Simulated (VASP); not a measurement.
Input of a VASP 6.6.1 run:

Contents of INCAR:

```
SYSTEM = B
PREC = Accurate
ENCUT = 520
EDIFF = 1E-6
ISMEAR = 0
SIGMA = 0.2
LREAL = .FALSE.
LASPH = .TRUE.
NELM = 80
ALGO = Normal
ISIF = 2
LWAVE = .FALSE.
LCHARG = .TRUE.
GGA = PE
LELF = .TRUE.
LVHAR = .TRUE.
NBANDS = 14
```

File KPOINTS:

```
regular mesh
0
G
  12 6 4
  0 0 0
```

POSCAR

```
B
1.0
   -1.6290935339      0.0001758163     -0.0157746293
   -0.0385054237     -0.0155684364     -3.8858119807
   -0.0001643983     -5.7139587616     -0.0220989570
B
4
Direct
    1.0049865360      0.3927095044      1.0005798345
    1.0050249037      0.3925385444      0.5006141555
    0.4949727856      0.6075002611      0.7493875782
    0.4950157746      0.6072516901      0.2494184317
```

Potentials or basis: VASP PAW PBE potentials, release 64 (B).

The run is started by

```sh
$ cat potpaw_PBE.64/B/POTCAR > POTCAR
$ mpirun -np 1 vasp_std > vasp.out
```

Question: What does it give for the band gap on the k mesh?

Answer: Zero (band 6 reaches 9.50 eV, above the bottom of band 7 at -0.02 eV).

Question: Predict the pressure.

Answer: 0.0 GPa.

Stress tensor (GPa, compression positive):
```
 0.19  0.02  0.04
 0.02 -0.02 -0.03
 0.04 -0.03 -0.07
```
